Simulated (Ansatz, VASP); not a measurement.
**Two plane-wave programs on SiNi2**

File INCAR:

```
SYSTEM = SiNi2
PREC = Accurate
ENCUT = 520
EDIFF = 1E-6
ISMEAR = 0
SIGMA = 0.15
LREAL = .False.
LASPH = .True.
NELM = 60
ALGO = Fast
ISIF = 2
LWAVE = .False.
LCHARG = .False.
GGA = PS
NBANDS = 33
```

Contents of KPOINTS:

```
Automatic mesh
0
Gamma
  12 12 10
  0 0 0
```

File POSCAR:

```
SiNi2
1.0
    3.9264905792      0.0000000000      0.0000000000
   -1.9632452896      3.4004405893      0.0000000000
    0.0000000000      0.0000000000      5.0644948378
Si Ni
2 4
Direct
    0.3333333333      0.6666666667      0.7500000000
    0.6666666667      0.3333333333      0.2500000000
    0.0000000000      0.0000000000      0.0000000000
    0.0000000000      0.0000000000      0.5000000000
    0.3333333333      0.6666666667      0.2500000000
    0.6666666667      0.3333333333      0.7500000000
```

Input for Ansatz:

```yaml
crystal:
  lattice:
    - [3.9264905792, 0.0, 0.0]
    - [-1.9632452896, 3.4004405893, 0.0]
    - [0.0, 0.0, 5.0644948378]
  atoms:
    - { symbol: Si, position: [0.3333333333, 0.6666666667, 0.75] }
    - { symbol: Si, position: [0.6666666667, 0.3333333333, 0.25] }
    - { symbol: Ni, position: [0.0, 0.0, 0.0] }
    - { symbol: Ni, position: [0.0, 0.0, 0.5] }
    - { symbol: Ni, position: [0.3333333333, 0.6666666667, 0.25] }
    - { symbol: Ni, position: [0.6666666667, 0.3333333333, 0.75] }
basis:
  ecutwfc: 420
kpoints:
  mp_grid: { grid: [12, 12, 10] }
hamiltonian:
  xc: pbesol
scf:
  occupations: { method: gaussian, width: 0.15 }
output:
  forces: true
  stress: true
  eigenvalues: true
```

Change from the starting cell: strain +0.015 along x and y, +0.030 along z, atoms carried along.

Alike in both runs: task single point; functional PBEsol; k mesh 12 × 12 × 10; occupations gaussian, width 0.15 eV; no spin polarisation.

|  | VASP | Ansatz |
| --- | --- | --- |
| version | VASP 6.6.1 | Ansatz 0.2.0 |
| potentials or method | VASP PAW PBE potentials, release 64 (Si, Ni), cutoff 520 eV | scalar-relativistic, plane waves, PAW |
| valence electrons in the cell | 48 | 80 |

Ansatz gave:

* gap on the k mesh at the Fermi level (eV): none
* pressure (GPa): -11.5
* traceless stress, the component that is largest in VASP (GPa): -0.87

Q: Which values does VASP return?

A: gap on the k mesh at the Fermi level (eV): none; pressure (GPa): -11.1; traceless stress, the component that is largest in VASP (GPa): -1.01.

VASP's potentials were made for PBE, not for PBEsol. A gap of «none» marks a metal or a gap that the smearing closes. VASP's potentials hold 48 valence electrons a cell and Ansatz's 80, so a difference there can come from the potentials and not from the codes.
